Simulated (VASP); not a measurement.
Ga2SbP, 4 atoms in the cell. Symmetry: P-4m2, No. 115, tetragonal system. The conventional cell has a = 4.093 Å, b = 4.093 Å, c = 5.720 Å, α = 90.00°, β = 90.00°, γ = 90.00°. Within 3.2 Å of P (site symmetry -4m2) lie 4 Ga at 2.41 Å. Within 3.2 Å of Ga (site symmetry 2mm) lie 2 P at 2.41 Å and 2 Sb at 2.59 Å. Sb (site symmetry -4m2) has 4 Ga at 2.59 Å within 3.4 Å.  This cell differs from its parent crystal: uniaxial z strain -1.4%.

```yaml
Program: VASP 6.6.1
Task: single point
Functional: r2SCAN
Potentials_or_basis: VASP PAW PBE potentials, release 64 (P, Ga_d, Sb)
Cutoff: 520 eV
k_mesh: 6 × 6 × 4
Occupations: gaussian, width 0.01 eV
Spin: no spin polarisation
Dipole_correction: no
Further_INCAR_settings: ALGO = Normal; EDIFF = 1e-06; NBANDS = 26
```

Potentials or basis: VASP PAW PBE potentials, release 64 (P, Ga_d, Sb).

Command:

```sh
$ cat potpaw_PBE.64/P/POTCAR potpaw_PBE.64/Ga_d/POTCAR potpaw_PBE.64/Sb/POTCAR > POTCAR
$ cp INCAR.step1 INCAR
$ mpirun -np 1 vasp_std > vasp.out
$ cp INCAR.step2 INCAR
$ mpirun -np 1 vasp_std > vasp.out
```

Hardware: 1 thread of Intel Xeon 8259CL, on a shared host.

Q: How long does it take, and how much memory?

A: Wall time 7 min on 1 thread of Intel Xeon 8259CL, with other jobs on the host, peak memory 0.26 GiB. Counts: k points 30.
